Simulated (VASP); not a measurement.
# Ni (P6_3/mmc) in VASP: further runs

Runs on Ni. Level: r2SCAN. Tasks: single point.

Everything below comes from runs of VASP 6.6.1. Logs are shortened: lines on timing, memory, paths and dates and some standing lists are left out, and cuts for length are marked.

**1. The cell of the first run**

It takes space group P6_3/mmc (No. 194, hexagonal). The conventional cell has a = 2.515 Å, b = 2.515 Å, c = 3.982 Å, α = 90.00°, β = 90.00°, γ = 120.00°. Within 3.3 Å of Ni (site symmetry -6m2) lie 12 Ni at 2.46 to 2.51 Å.

This isn't the form of Ni at room conditions, which is fcc.

**2. Single point, r2SCAN, collinear spin, antiferromagnetic start**

File POSCAR:

```
Ni
1.0
    2.5146270000      0.0000000000      0.0000000000
   -1.2573090000      2.1777340000      0.0000000000
    0.0000000000      0.0000000000      3.9819780000
Ni
2
Direct
    0.3333300000      0.6666700000      0.2500000000
    0.6666600000      0.3333300000      0.7500000000
```

File INCAR.step1:

```
SYSTEM = Ni
ALGO = Normal
EDIFF = 1E-4
ENCUT = 520
GGA = PE
ISMEAR = -1
ISPIN = 2
LASPH = .TRUE.
LCHARG = .FALSE.
LMAXMIX = 4
LREAL = .FALSE.
LWAVE = .TRUE.
MAGMOM = 2 -2
NBANDS = 21
NELM = 150
PREC = Accurate
SIGMA = 0.032
```

File INCAR.step2:

```
SYSTEM = Ni
ALGO = Normal
EDIFF = 1E-6
ENCUT = 520
ISIF = 2
ISMEAR = -1
ISPIN = 2
ISTART = 1
LASPH = .TRUE.
LCHARG = .FALSE.
LMAXMIX = 4
LMIXTAU = .TRUE.
LORBIT = 11
LREAL = .FALSE.
LWAVE = .FALSE.
MAGMOM = 2 -2
METAGGA = R2SCAN
NBANDS = 21
NELM = 150
PREC = Accurate
SIGMA = 0.032
```

File KPOINTS:

```
k-points
0
G
  11 11 6
  0 0 0
```

Potentials or basis: VASP PAW PBE potentials, release 64 (Ni).

Started as:

```
$ cat potpaw_PBE.64/Ni/POTCAR > POTCAR
$ cp INCAR.step1 INCAR
$ mpirun -np 1 vasp_std > vasp.out
$ cp INCAR.step2 INCAR
$ mpirun -np 1 vasp_std > vasp.out
```

OUTCAR:

```text
SYSTEM = Ni
   EDIFF = 1E-6
   ENCUT = 520
   ISIF = 2
   ISMEAR = -1
   ISPIN = 2
   ISTART = 1
   LASPH = .TRUE.
   LORBIT = 11
   LREAL = .FALSE.
   METAGGA = R2SCAN
   NELM = 150
   PREC = Accurate

 ion  position               nearest neighbor table
   1  0.333  0.667  0.250-   2 2.46   2 2.46   2 2.46   2 2.46   2 2.46   2 2.46
   2  0.667  0.333  0.750-   1 2.46   1 2.46   1 2.46   1 2.46   1 2.46   1 2.46

  LATTYP: Found a hexagonal cell.
 ALAT       =     2.5146270000
 C/A-ratio  =     1.5835263043

  Lattice vectors:

 A1 = (   2.5146270000,   0.0000000000,   0.0000000000)
 A2 = (  -1.2573090000,   2.1777340000,   0.0000000000)
 A3 = (   0.0000000000,   0.0000000000,   3.9819780000)

Analysis of symmetry for initial positions (statically):
=====================================================================
 Subroutine PRICEL returns:
 Original cell was already a primitive cell.

 Routine SETGRP: Setting up the symmetry group for a
 hexagonal supercell.

 Subroutine GETGRP returns: Found  8 space group operations
 (whereof  2 operations were pure point group operations)
 out of a pool of 24 trial point group operations.

The static configuration has the point symmetry C_2 .
 The point group associated with its full space group is D_2h.

Analysis of symmetry for dynamics (positions and initial velocities):
=====================================================================
 Subroutine PRICEL returns:
 Original cell was already a primitive cell.

 Routine SETGRP: Setting up the symmetry group for a
 hexagonal supercell.

 Subroutine GETGRP returns: Found  8 space group operations
 (whereof  2 operations were pure point group operations)
 out of a pool of 24 trial point group operations.

The dynamic configuration has the point symmetry C_2 .
 The point group associated with its full space group is D_2h.

Analysis of structural, dynamic, and magnetic symmetry:
=====================================================================
 Subroutine PRICEL returns:
 Original cell was already a primitive cell.

 Routine SETGRP: Setting up the symmetry group for a
 hexagonal supercell.

 Subroutine GETGRP returns: Found  8 space group operations
 (whereof  2 operations were pure point group operations)
 out of a pool of 24 trial point group operations.

The overall configuration has the point symmetry C_2 .
 The point group associated with its full space group is D_2h.

 Subroutine INISYM returns: Found  8 space group operations
 (whereof  2 operations are pure point group operations),
 and found     1 'primitive' translations

----------------------------------------------------------------------------------------

                                     Primitive cell

  volume of cell :      21.8061

  direct lattice vectors                    reciprocal lattice vectors
     2.514627000  0.000000000  0.000000000     0.397673293  0.229595630  0.000000000
    -1.257309000  2.177734000  0.000000000     0.000000000  0.459192904  0.000000000
     0.000000000  0.000000000  3.981978000     0.000000000  0.000000000  0.251131473

  length of vectors
     2.514627000  2.514627467  3.981978000     0.459192989  0.459192904  0.251131473

  position of ions in fractional coordinates (direct lattice)
     0.333330000  0.666670000  0.250000000
     0.666660000  0.333330000  0.750000000

  ion indices of the primitive-cell ions
   primitive index   ion index
                 1           1
                 2           2

----------------------------------------------------------------------------------------

 KPOINTS: k-points

Automatic generation of k-mesh.
 Grid dimensions read from file:
 generate k-points for:   11   11    6

 Generating k-lattice:

  Cartesian coordinates                     Fractional coordinates (reciprocal lattice)
     0.036152118  0.020872330  0.000000000     0.090909091 -0.000000000  0.000000000
     0.000000000  0.041744809  0.000000000     0.000000000  0.090909091  0.000000000
     0.000000000  0.000000000  0.041855245     0.000000000  0.000000000  0.166666667

  Length of vectors
     0.041744817  0.041744809  0.041855245

  Shift w.r.t. Gamma in fractional coordinates (k-lattice)
     0.000000000  0.000000000  0.000000000

 Subroutine IBZKPT returns following result:
 ===========================================

 Found    144 irreducible k-points:

 Following reciprocal coordinates:
            Coordinates               Weight
  0.000000  0.000000  0.000000      1.000000
  0.090909  0.000000  0.000000      4.000000
  0.000000  0.090909  0.000000      2.000000
  0.181818  0.000000  0.000000      4.000000
  0.000000  0.181818  0.000000      2.000000
  0.272727  0.000000  0.000000      4.000000
[... 16 lines left out ...]
  0.454545  0.090909  0.000000      4.000000
 -0.090909 -0.454545  0.000000      2.000000
 [... further k-points ...]
   k-points           NKPTS =    144   k-points in BZ     NKDIM =    144   number of bands    NBANDS=     21
   number of dos      NEDOS =    301   number of ions     NIONS =      2
   total plane-waves  NPLWV =  12000
   dimension x,y,z NGX =    20 NGY =   20 NGZ =   30
   dimension x,y,z NGXF=    40 NGYF=   40 NGZF=   60
   ions per type =               2
   NGX,Y,Z   is equivalent  to a cutoff of  13.22, 13.22, 12.52 a.u.
   NGXF,Y,Z  is equivalent  to a cutoff of  26.44, 26.44, 25.05 a.u.
 SYSTEM =  Ni
   PREC   = accura    normal or accurate (medium, high low for compatibility)
   ISTART =      1    job   : 0-new  1-cont  2-samecut
   ICHARG =      0    charge: 1-file 2-atom 10-const
   ISPIN  =      2    spin polarized calculation?
   LNONCOLLINEAR =      F non collinear calculations
   LSORBIT =      F    spin-orbit coupling
   LASPH  =      T    aspherical Exc in radial PAW
   ENCUT  =  520.0 eV  38.22 Ry    6.18 a.u.   4.68  4.68  7.40*2*pi/ulx,y,z
   NELM   =    150;   NELMIN=  2; NELMDL=  0     # of ELM steps
   EDIFF  = 0.1E-05   stopping-criterion for ELM
   LREAL  =      F    real-space projection
   EDIFFG = 0.1E-04   stopping-criterion for IOM
   NSW    =      0    number of steps for IOM
   IBRION =     -1    ionic relax: 0-MD 1-quasi-New 2-CG
   NFREE  =      0    steps in history (QN), initial steepest desc. (CG)
   ISIF   =      2    stress and relaxation
   ISYM   =      2    0-nonsym 1-usesym 2-fastsym
   POTIM  = 0.5000    time-step for ionic-motion
   TEBEG  =    0.0;   TEEND  =   0.0 temperature during run
   PSTRESS=    0.0 pullay stress
   NELECT =      20.0000    total number of electrons
   NUPDOWN=      -1.0000    fix difference up-down
   EMIN   =  10.00;   EMAX   =-10.00  energy-range for DOS
   EFERMI =   0.00;   METHOD = LEGACY
   ISMEAR =    -1;   SIGMA  =   0.03  broadening in eV -4-tet -1-fermi 0-gaus
   EFERMI_NEDOS =   21; number of points for ismear=-14 and -15
   IALGO  =     38    algorithm
   IMIX   =      4    mixing-type and parameters
     AMIX     =   0.40;   BMIX     =  1.00
     AMIX_MAG =   1.60;   BMIX_MAG =  1.00
  volume/ion in A,a.u.               =      10.90        73.58
  Fermi-wavevector in a.u.,A,eV,Ry     =   1.590593  3.005785 34.422552  2.529986
  Thomas-Fermi vector in A             =   2.689264
   LORBIT       =     11    0 simple, 1 ext, 2 COOP (PROOUT), +10 PAW based schemes
   METAGGA = R2SCAN    functional components
   LHFCALC =     F    Hartree Fock is set to
   AEXX    =    0.0000 exact exchange contribution
   IVDW    =     0    specifies the selected vdW correction
   LEPSILON=     F    determine dielectric tensor
   LRPA    =     F    only Hartree local field effects (RPA)
 spin polarized calculation
  energy-cutoff  :      520.00
  volume of cell :       21.81
 maximum number of plane-waves:       597
   NGX =  9   NGY =  9   NGZ = 15

 number of electron      19.9999992 magnetization      -0.0000000

 Free energy of the ion-electron system (eV)
  ---------------------------------------------------
  ext. energy  EPLUGINS =         0.00000000
  ---------------------------------------------------
  free energy    TOTEN  =       -23.60366959 eV

  energy without entropy =      -23.59150554  energy(sigma->0) =      -23.59758756

 E-fermi :   9.0619     XC(G=0): -14.3440

 val. band max:        9.0402533818   @ k =   0.4545   0.0000   0.3333
 cond. band min:       9.0633648306   @ k =   0.3636   0.0000   0.0000
 fundamental gap:      0.0231114488
 Fermi energy:         9.0619149581

 spin component 1

 k-point     1 :       0.0000    0.0000    0.0000
  band No.  band energies     occupation
      1      -0.2055      1.00000
      2       4.4249      1.00000
      3       6.7898      1.00000
      4       6.7900      1.00000
      5       7.3391      1.00000
      6       7.6326      1.00000
[... 13 lines left out ...]
     20      36.7239      0.00000
     21      41.1595      0.00000
[... 529 lines left out ...]
 k-point    24 :      -0.0909   -0.4545    0.0000
  band No.  band energies     occupation
      1       4.7374      1.00000
      2       5.0829      1.00000
      3       5.2638      1.00000
      4       6.5036      1.00000
      5       6.8237      1.00000
      6       7.1401      1.00000
[... 13 lines left out ...]
     20      33.3871      0.00000
     21      39.6727      0.00000

 [... further k-points ...]

 spin component 2

 k-point     1 :       0.0000    0.0000    0.0000
  band No.  band energies     occupation
      1      -0.2055      1.00000
      2       4.4249      1.00000
      3       6.7898      1.00000
      4       6.7900      1.00000
      5       7.3391      1.00000
      6       7.6326      1.00000
[... 13 lines left out ...]
     20      36.7239      0.00000
     21      41.1596      0.00000
[... 529 lines left out ...]
 k-point    24 :      -0.0909   -0.4545    0.0000
  band No.  band energies     occupation
      1       4.7374      1.00000
      2       5.0829      1.00000
      3       5.2638      1.00000
      4       6.5036      1.00000
      5       6.8237      1.00000
      6       7.1401      1.00000
[... 13 lines left out ...]
     20      33.3871      0.00000
     21      39.6727      0.00000

 [... further k-points ...]
[... 5 lines left out ...]
  --------------------------------------------------------------------------------------
  -------------------------------------------------------------------------------------
  Total       -1.4973727     -1.4975894      0.5260409     -0.0000031      0.0000000      0.0000000
  in kB     -110.0178727   -110.0337911     38.6502997     -0.0002274      0.0000000      0.0000000
  external PRESSURE =     -60.4671214 kB  Pullay stress =       0.0000000 kB

 VOLUME and BASIS-vectors are now :
 -----------------------------------------------------------------------------
  energy-cutoff  :      520.00
  volume of cell :       21.81
      direct lattice vectors                 reciprocal lattice vectors
     2.514627000  0.000000000  0.000000000     0.397673293  0.229595630  0.000000000
    -1.257309000  2.177734000  0.000000000     0.000000000  0.459192904  0.000000000
     0.000000000  0.000000000  3.981978000     0.000000000  0.000000000  0.251131473

 POSITION                                       TOTAL-FORCE (eV/Angst)
 -----------------------------------------------------------------------------------
     -0.00001      1.45183      0.99549        -0.000000     -0.000016      0.000000
      1.25730      0.72590      2.98648         0.000000      0.000016     -0.000000
 -----------------------------------------------------------------------------------
    total drift:                               -0.000000      0.000000      0.000000

  FREE ENERGIE OF THE ION-ELECTRON SYSTEM (eV)
  ---------------------------------------------------
  free  energy   TOTEN  =       -23.6036695865 eV

  energy  without entropy=      -23.5915055391  energy(sigma->0) =      -23.59758756

 total charge

# of ion       s       p       d       tot
------------------------------------------
    1        0.507   0.505   8.336   9.348
    2        0.507   0.505   8.336   9.348
--------------------------------------------------
tot          1.014   1.011  16.671  18.696

 magnetization (x)

# of ion       s       p       d       tot
------------------------------------------
    1       -0.001  -0.002   0.524   0.520
    2        0.001   0.002  -0.524  -0.520
--------------------------------------------------
tot          0.000   0.000   0.000   0.000
```

It took 3.9 min on 1 thread of Intel Xeon 6975P-C (Granite Rapids), shared host; peak memory 0.21 GiB.

Results:

- Free energy: -23.6037 eV
- Pressure: -6.0 GPa
- Band gap on the k mesh: zero (filled and empty bands overlap)
- Net moment: 0.00 μB per cell
- Site moments: Ni +0.52, -0.52 μB
- Valence electrons inside the program's atomic spheres: Ni 9.35

Caveat: the cell stands under tension; the PAW data sets were made with another functional, which shifts forces and pressure a little.

**3. Single point, r2SCAN, collinear spin, antiferromagnetic start**

POSCAR is that of step 2.

File INCAR.step1:

```
SYSTEM = Ni
ALGO     = Normal         ! electronic algorithm
EDIFF    = 1E-4           ! SCF threshold, eV
ENCUT    = 520            ! plane-wave cutoff, eV
GGA      = PE             ! functional
ISMEAR   = -1             ! smearing method
ISPIN    = 2              ! spin polarisation
LASPH    = .TRUE.         ! aspherical terms in the spheres
LCHARG   = .FALSE.        ! write CHGCAR
LMAXMIX  = 4              ! l up to which the mixer works
LREAL    = .FALSE.        ! projectors in reciprocal space
LWAVE    = .TRUE.         ! write WAVECAR
MAGMOM   = 3.03 -3.03     ! initial moments
NBANDS   = 21             ! bands
NELM     = 150            ! most SCF steps
PREC     = Accurate       ! precision mode
SIGMA    = 0.032          ! smearing width, eV
```

File INCAR.step2:

```
SYSTEM = Ni
ALGO     = Normal         ! electronic algorithm
EDIFF    = 1E-6           ! SCF threshold, eV
ENCUT    = 520            ! plane-wave cutoff, eV
ISIF     = 2              ! what is computed and relaxed
ISMEAR   = -1             ! smearing method
ISPIN    = 2              ! spin polarisation
ISTART   = 1            
LASPH    = .TRUE.         ! aspherical terms in the spheres
LCHARG   = .FALSE.        ! write CHGCAR
LMAXMIX  = 4              ! l up to which the mixer works
LMIXTAU  = .TRUE.       
LORBIT   = 11             ! projections on sites
LREAL    = .FALSE.        ! projectors in reciprocal space
LWAVE    = .FALSE.        ! write WAVECAR
MAGMOM   = 3.03 -3.03     ! initial moments
METAGGA  = R2SCAN         ! meta-GGA
NBANDS   = 21             ! bands
NELM     = 150            ! most SCF steps
PREC     = Accurate       ! precision mode
SIGMA    = 0.032          ! smearing width, eV
```

KPOINTS is that of step 2.

Potentials or basis: VASP PAW PBE potentials, release 64 (Ni).

Started as:

```
$ cat potpaw_PBE.64/Ni/POTCAR > POTCAR
$ cp INCAR.step1 INCAR
$ mpirun -np 1 vasp_std > vasp.out
$ cp INCAR.step2 INCAR
$ mpirun -np 1 vasp_std > vasp.out
```

Wall time 4.2 min (1 thread of Intel Xeon 6975P-C (Granite Rapids), shared host); peak memory 0.21 GiB.

The run converged. Its results:

```yaml
Free_energy: -23.6037 eV
Pressure: -6.0 GPa
Band_gap_on_the_k_mesh: zero (filled and empty bands overlap)
Net_moment: 0.00 μB per cell
Site_moments: Ni +0.52, -0.52 μB
Valence_electrons_inside_the_program's_atomic_spheres: Ni 9.35
```

Stress tensor (GPa, compression positive):
```
-11.00   0.00   0.00
  0.00 -11.00   0.00
  0.00   0.00   3.86
```

Levels at points of the mesh, in eV from the Fermi level:
Spin up:
```csv
k point,band 8,band 9,band 10,band 11,band 12,band 13
"(0.00, 0.00, 0.00)",-1.34,-1.34,-0.29,-0.29,0.11,6.71
"(0.00, 0.00, 0.50)",-1.65,-0.58,-0.58,-0.53,-0.53,15.89
```
Spin down:
```tsv
k point	band 8	band 9	band 10	band 11	band 12	band 13
(0.00, 0.00, 0.00)	-1.34	-1.34	-0.29	-0.29	0.11	6.71
(0.00, 0.00, 0.50)	-1.65	-0.58	-0.58	-0.53	-0.53	15.89
```

Caveat: the cell stands under tension; the PAW data sets were made with another functional, which shifts forces and pressure a little.
